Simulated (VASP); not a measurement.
Set up this calculation in VASP 6.6.1, as the native input.

```
Task                   : single point
Functional             : PBE
Potentials or basis    : VASP PAW PBE potentials, release 64 (Al, N)
Cutoff                 : 520 eV
k mesh                 : 10 × 10 × 10
Occupations            : gaussian, width 0.05 eV
Spin                   : no spin polarisation
Dipole correction      : no
Further INCAR settings : ALGO = Normal; EDIFF = 1e-07; NBANDS = 11
```

The structure of AlN lies in POSCAR:

```
AlN
1.0
   -0.1044152225      2.1330538303      2.1330538303
    2.1330538303     -0.1044152225      2.1330538303
    2.1330538303      2.1330538303     -0.1044152225
Al N
1 1
Direct
    0.0000000000      0.0000000000      0.0000000000
    0.7500000000      0.7500000000      0.7500000000
```

This cell differs from its parent crystal: ratio of the length along [111] to the lengths across it x 0.93, volume and fractional coordinates fixed.

The input as run:

INCAR

```
  PREC = Accurate
  ENCUT = 520
  EDIFF = 1E-7
  ISMEAR = 0
  SIGMA = 0.05
  LREAL = False
  LASPH = True
  NELM = 100
  ALGO = Normal
  ISIF = 2
  LWAVE = False
  LCHARG = False
  GGA = PE
  NBANDS = 11
```

KPOINTS

```
regular mesh
0
Gamma
  10 10 10
```

Potentials or basis: VASP PAW PBE potentials, release 64 (Al, N).

Launch:

```bash
$ cat potpaw_PBE.64/Al/POTCAR potpaw_PBE.64/N/POTCAR > POTCAR
$ mpirun -np 1 vasp_std > vasp.out
```

It gave:

| Quantity | Value |
| --- | --- |
| Pressure | 6.1 GPa |
| Largest force | 1.059 eV/Å |
| Band gap on the k mesh | 3.04 eV, indirect (least direct gap 3.85 eV) |

Caveat: forces of over 1 eV/Å act on the atoms, so gaps and moduli don't describe the material at rest.

Wall time 6.7 s on 1 thread of Intel(R) Xeon(R) 6975P-C (Granite Rapids), with other jobs on the host, peak memory 0.14 GiB.
